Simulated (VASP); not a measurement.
# Nb (P6/mmm) in VASP: a series of runs

Nb is run at these levels: PBE; tasks: density of states.

Everything below comes from runs of VASP 6.6.1. Logs are shortened: lines on timing, memory, paths and dates and some standing lists are left out, and cuts for length are marked.

**1. The cell of the first run**

The structure is hexagonal, space group P6/mmm (No. 191). The conventional cell has a = 4.474 Å, b = 4.474 Å, c = 2.496 Å, α = 90.00°, β = 90.00°, γ = 120.00°. Within 3.3 Å of Nb (site symmetry 6/mmm) lie 14 Nb at 2.50 to 2.87 Å. Nb (site symmetry -6m2) has 11 Nb at 2.50 to 2.87 Å within 3.3 Å.

**2. Density of states, PBE (volume scaled by 0.78)**

File POSCAR:

```
Nb
1.0
    4.4741157072      0.0000000000      0.0000000000
   -2.2370578536      3.8746978619      0.0000000000
    0.0000000000      0.0000000000      2.4958172482
Nb
3
Direct
    0.0000000000      0.0000000000      0.0000000000
    0.3333333333      0.6666666667      0.5000000000
    0.6666666667      0.3333333333      0.5000000000
```

File INCAR.step1:

```
PREC = Accurate
ENCUT = 520
EDIFF = 1E-6
ISMEAR = -1
SIGMA = 0.05
LREAL = F
LASPH = T
NELM = 100
ALGO = Normal
ISIF = 2
LWAVE = F
LCHARG = T
LMAXMIX = 4
GGA = PE
NBANDS = 26
```

File KPOINTS.step1:

```
regular mesh
0
Gamma
  9 9 12
```

File INCAR.step2:

```
PREC = Accurate
ENCUT = 520
EDIFF = 1E-6
ISMEAR = -5
SIGMA = 0.05
LREAL = F
LASPH = T
NELM = 100
ALGO = Normal
ISIF = 2
LWAVE = F
LCHARG = F
LMAXMIX = 4
GGA = PE
LORBIT = 11
NEDOS = 1001
ICHARG = 11
```

File KPOINTS.step2:

```
regular mesh
0
Gamma
  14 14 18
```

Potentials or basis: VASP PAW PBE potentials, release 64 (Nb_sv).

Run with:

```console
$ cat potpaw_PBE.64/Nb_sv/POTCAR > POTCAR
$ cp INCAR.step1 INCAR
$ cp KPOINTS.step1 KPOINTS
$ mpirun -np 1 vasp_std > vasp.out
$ cp INCAR.step2 INCAR
$ cp KPOINTS.step2 KPOINTS
$ mpirun -np 1 vasp_std > vasp.out
```

OUTCAR:

```text
PREC = Accurate
   ENCUT = 520
   EDIFF = 1E-6
   ISMEAR = -5
   LREAL = F
   LASPH = T
   NELM = 100
   ISIF = 2
   GGA = PE
   LORBIT = 11
   ICHARG = 11

 ion  position               nearest neighbor table
   1  0.000  0.000  0.000-   2 2.87   3 2.87   2 2.87   3 2.87   2 2.87   2 2.87   3 2.87   3 2.87
                             3 2.87   3 2.87   2 2.87   2 2.87
   2  0.333  0.667  0.500-   3 2.58   3 2.58   3 2.58   1 2.87   1 2.87   1 2.87   1 2.87   1 2.87
                             1 2.87
   3  0.667  0.333  0.500-   2 2.58   2 2.58   2 2.58   1 2.87   1 2.87   1 2.87   1 2.87   1 2.87
                             1 2.87

  LATTYP: Found a hexagonal cell.
 ALAT       =     4.4741157072
 C/A-ratio  =     0.5578347570

  Lattice vectors:

 A1 = (   4.4741157072,   0.0000000000,   0.0000000000)
 A2 = (  -2.2370578536,   3.8746978619,   0.0000000000)
 A3 = (   0.0000000000,   0.0000000000,   2.4958172482)

Analysis of symmetry for initial positions (statically):
=====================================================================
 Subroutine PRICEL returns:
 Original cell was already a primitive cell.

 Routine SETGRP: Setting up the symmetry group for a
 hexagonal supercell.

 Subroutine GETGRP returns: Found 24 space group operations
 (whereof 24 operations were pure point group operations)
 out of a pool of 24 trial point group operations.

The static configuration has the point symmetry D_6h.

Analysis of symmetry for dynamics (positions and initial velocities):
=====================================================================
 Subroutine PRICEL returns:
 Original cell was already a primitive cell.

 Routine SETGRP: Setting up the symmetry group for a
 hexagonal supercell.

 Subroutine GETGRP returns: Found 24 space group operations
 (whereof 24 operations were pure point group operations)
 out of a pool of 24 trial point group operations.

The dynamic configuration has the point symmetry D_6h.

 Subroutine INISYM returns: Found 24 space group operations
 (whereof 24 operations are pure point group operations),
 and found     1 'primitive' translations

----------------------------------------------------------------------------------------

                                     Primitive cell

  volume of cell :      43.2671

  direct lattice vectors                    reciprocal lattice vectors
     4.474115707  0.000000000  0.000000000     0.223507854  0.129042320  0.000000000
    -2.237057854  3.874697862  0.000000000     0.000000000  0.258084639  0.000000000
     0.000000000  0.000000000  2.495817248     0.000000000  0.000000000  0.400670362

  length of vectors
     4.474115707  4.474115707  2.495817248     0.258084639  0.258084639  0.400670362

  position of ions in fractional coordinates (direct lattice)
     0.000000000  0.000000000  0.000000000
     0.333333333  0.666666667  0.500000000
     0.666666667  0.333333333  0.500000000

  ion indices of the primitive-cell ions
   primitive index   ion index
                 1           1
                 2           2
                 3           3

----------------------------------------------------------------------------------------

 KPOINTS: regular mesh

Automatic generation of k-mesh.
 Grid dimensions read from file:
 generate k-points for:   14   14   18

 Generating k-lattice:

  Cartesian coordinates                     Fractional coordinates (reciprocal lattice)
     0.015964847  0.009217309  0.000000000     0.071428571 -0.000000000  0.000000000
     0.000000000  0.018434617  0.000000000     0.000000000  0.071428571  0.000000000
     0.000000000  0.000000000  0.022259465     0.000000000  0.000000000  0.055555556

  Length of vectors
     0.018434617  0.018434617  0.022259465

  Shift w.r.t. Gamma in fractional coordinates (k-lattice)
     0.000000000  0.000000000  0.000000000

 TETIRR: Found   3654 inequivalent tetrahedra from    21168

 Subroutine IBZKPT returns following result:
 ===========================================

 Found    240 irreducible k-points:

 Following reciprocal coordinates:
            Coordinates               Weight
  0.000000  0.000000  0.000000      1.000000
  0.071429  0.000000  0.000000      6.000000
  0.142857 -0.000000  0.000000      6.000000
  0.214286  0.000000  0.000000      6.000000
  0.285714  0.000000  0.000000      6.000000
  0.357143  0.000000  0.000000      6.000000
[... 16 lines left out ...]
  0.285714  0.285714  0.000000      6.000000
  0.357143  0.285714  0.000000      6.000000
 [... further k-points ...]
   k-points           NKPTS =    240   k-points in BZ     NKDIM =    240   number of bands    NBANDS=     23
   number of dos      NEDOS =   1001   number of ions     NIONS =      3
   total plane-waves  NPLWV =  25920
   dimension x,y,z NGX =    36 NGY =   36 NGZ =   20
   dimension x,y,z NGXF=    72 NGYF=   72 NGZF=   40
   ions per type =               3
   NGX,Y,Z   is equivalent  to a cutoff of  13.38, 13.38, 13.32 a.u.
   NGXF,Y,Z  is equivalent  to a cutoff of  26.75, 26.75, 26.64 a.u.
 SYSTEM =  unknown system
   PREC   = accura    normal or accurate (medium, high low for compatibility)
   ISTART =      0    job   : 0-new  1-cont  2-samecut
   ICHARG =     11    charge: 1-file 2-atom 10-const
   ISPIN  =      1    spin polarized calculation?
   LNONCOLLINEAR =      F non collinear calculations
   LSORBIT =      F    spin-orbit coupling
   LASPH  =      T    aspherical Exc in radial PAW
   ENCUT  =  520.0 eV  38.22 Ry    6.18 a.u.   8.32  8.32  4.64*2*pi/ulx,y,z
   NELM   =    100;   NELMIN=  2; NELMDL=  0     # of ELM steps
   EDIFF  = 0.1E-05   stopping-criterion for ELM
   LREAL  =      F    real-space projection
   EDIFFG = 0.1E-04   stopping-criterion for IOM
   NSW    =      0    number of steps for IOM
   IBRION =     -1    ionic relax: 0-MD 1-quasi-New 2-CG
   NFREE  =      0    steps in history (QN), initial steepest desc. (CG)
   ISIF   =      2    stress and relaxation
   ISYM   =      2    0-nonsym 1-usesym 2-fastsym
   POTIM  = 0.5000    time-step for ionic-motion
   TEBEG  =    0.0;   TEEND  =   0.0 temperature during run
   PSTRESS=    0.0 pullay stress
   NELECT =      39.0000    total number of electrons
   NUPDOWN=      -1.0000    fix difference up-down
   EMIN   =  10.00;   EMAX   =-10.00  energy-range for DOS
   EFERMI =   0.00;   METHOD = LEGACY
   ISMEAR =    -5;   SIGMA  =   0.05  broadening in eV -4-tet -1-fermi 0-gaus
   EFERMI_NEDOS =   21; number of points for ismear=-14 and -15
   IALGO  =     38    algorithm
   IMIX   =      4    mixing-type and parameters
     AMIX     =   0.40;   BMIX     =  1.00
     AMIX_MAG =   1.60;   BMIX_MAG =  1.00
  volume/ion in A,a.u.               =      14.42        97.33
  Fermi-wavevector in a.u.,A,eV,Ry     =   1.581407  2.988427 34.026119  2.500849
  Thomas-Fermi vector in A             =   2.681487
   LORBIT       =     11    0 simple, 1 ext, 2 COOP (PROOUT), +10 PAW based schemes
   GGA     = PE    functional components
   LHFCALC =     F    Hartree Fock is set to
   AEXX    =    0.0000 exact exchange contribution
   IVDW    =     0    specifies the selected vdW correction
   LEPSILON=     F    determine dielectric tensor
   LRPA    =     F    only Hartree local field effects (RPA)
 non-spin polarized calculation
 Fermi weights with tetrahedron method with Bloechl corrections
  energy-cutoff  :      520.00
  volume of cell :       43.27
 maximum number of plane-waves:      1194
 NGX is ok and might be reduce to    36

 number of electron      39.0000001 magnetization

 Free energy of the ion-electron system (eV)
  ---------------------------------------------------
  ext. energy  EPLUGINS =         0.00000000
  ---------------------------------------------------
  free energy    TOTEN  =       -28.05710565 eV

  energy without entropy =      -28.05710565  energy(sigma->0) =      -28.05710565

 E-fermi :  14.9024     XC(G=0): -13.6859

 val. band max:       15.0205034320   @ k =   0.3571   0.2857   0.0000
 cond. band min:      14.6803430558   @ k =   0.0000   0.0000   0.4444
 fundamental gap:     -0.3401603762
 Fermi energy:        14.9023715249

 k-point     1 :       0.0000    0.0000    0.0000
  band No.  band energies     occupation
      1     -39.8147      2.00000
      2     -39.2329      2.00000
      3     -39.2159      2.00000
      4     -16.4522      2.00000
      5     -16.4522      2.00000
      6     -15.9889      2.00000
[... 15 lines left out ...]
     22      15.3989      0.00000
     23      18.2151      0.00000

 k-point     2 :       0.0714    0.0000    0.0000
  band No.  band energies     occupation
      1     -39.8068      2.00000
      2     -39.2359      2.00000
      3     -39.2216      2.00000
      4     -16.5078      2.00000
      5     -16.4872      2.00000
      6     -15.9223      2.00000
[... 15 lines left out ...]
     22      15.4890      0.00000
     23      17.9106      0.00000

 k-point     3 :       0.1429   -0.0000    0.0000
  band No.  band energies     occupation
      1     -39.7834      2.00000
      2     -39.2457      2.00000
      3     -39.2372      2.00000
      4     -16.6202      2.00000
      5     -16.5376      2.00000
      6     -15.7768      2.00000
[... 15 lines left out ...]
     22      15.7422      0.00000
     23      17.6534      0.00000
[... 495 lines left out ...]
 k-point    23 :       0.2857    0.2857    0.0000
  band No.  band energies     occupation
      1     -39.5242      2.00000
      2     -39.4224      2.00000
      3     -39.3341      2.00000
      4     -16.6909      2.00000
      5     -16.4051      2.00000
      6     -15.9969      2.00000
[... 15 lines left out ...]
     22      17.5500      0.00000
     23      17.5797      0.00000

 k-point    24 :       0.3571    0.2857    0.0000
  band No.  band energies     occupation
      1     -39.4889      2.00000
      2     -39.4514      2.00000
      3     -39.3409      2.00000
      4     -16.6679      2.00000
      5     -16.3004      2.00000
      6     -16.1655      2.00000
[... 15 lines left out ...]
     22      17.5506      0.00000
     23      17.9397      0.00000

 [... further k-points ...]
[... 5 lines left out ...]
  --------------------------------------------------------------------------------------
  -------------------------------------------------------------------------------------
  Total       17.3495754     17.3495754     17.1751088      0.0000000      0.0000000     -0.0000000
  in kB      642.4533470    642.4533470    635.9928626      0.0000000      0.0000000     -0.0000000
  external PRESSURE =     640.2998522 kB  Pullay stress =       0.0000000 kB

 VOLUME and BASIS-vectors are now :
 -----------------------------------------------------------------------------
  energy-cutoff  :      520.00
  volume of cell :       43.27
      direct lattice vectors                 reciprocal lattice vectors
     4.474115707  0.000000000  0.000000000     0.223507854  0.129042320  0.000000000
    -2.237057854  3.874697862  0.000000000     0.000000000  0.258084639  0.000000000
     0.000000000  0.000000000  2.495817248     0.000000000  0.000000000  0.400670362

 POSITION                                       TOTAL-FORCE (eV/Angst)
 -----------------------------------------------------------------------------------
      0.00000      0.00000      0.00000        -0.000000      0.000000      0.000000
     -0.00000      2.58313      1.24791         0.000000     -0.000000     -0.000000
      2.23706      1.29157      1.24791         0.000000      0.000000      0.000000
 -----------------------------------------------------------------------------------
    total drift:                               -0.000000      0.000000     -0.000000

  FREE ENERGIE OF THE ION-ELECTRON SYSTEM (eV)
  ---------------------------------------------------
  free  energy   TOTEN  =       -28.0571056529 eV

  energy  without entropy=      -28.0571056529  energy(sigma->0) =      -28.05710565

 total charge

# of ion       s       p       d       tot
------------------------------------------
    1        2.260   6.044   2.793  11.097
    2        2.273   6.012   2.905  11.190
    3        2.273   6.012   2.905  11.190
--------------------------------------------------
tot          6.806  18.069   8.602  33.477
```

Run time: 1.7 min. Hardware: 1 thread of Intel Xeon 6975P-C (Granite Rapids), shared host; peak memory 0.3 GiB.

Results:

| Item | Value |
| --- | --- |
| Valence electrons inside the program's atomic spheres | Nb 11.10, 11.19 |

Levels at points of the mesh, in eV from the Fermi level:
| k point | band 17 | band 18 | band 19 | band 20 | band 21 | band 22 | band 23 |
| --- | --- | --- | --- | --- | --- | --- | --- |
| (0.00, 0.00, 0.00) | -1.30 | -1.30 | -1.28 | -1.28 | 0.50 | 0.50 | 3.31 |
| (0.50, 0.00, 0.00) | -2.39 | -2.32 | -1.66 | -1.08 | 1.94 | 2.88 | 3.66 |
| (0.00, 0.00, 0.50) | -1.89 | -0.50 | -0.31 | -0.31 | 1.39 | 1.39 | 4.73 |
| (0.50, 0.00, 0.50) | -1.68 | -1.66 | -1.29 | 0.77 | 1.08 | 2.74 | 2.80 |

Caveat: tetrahedron occupations give inexact forces and stress in metals.

(Continued in part 2 of 2.)
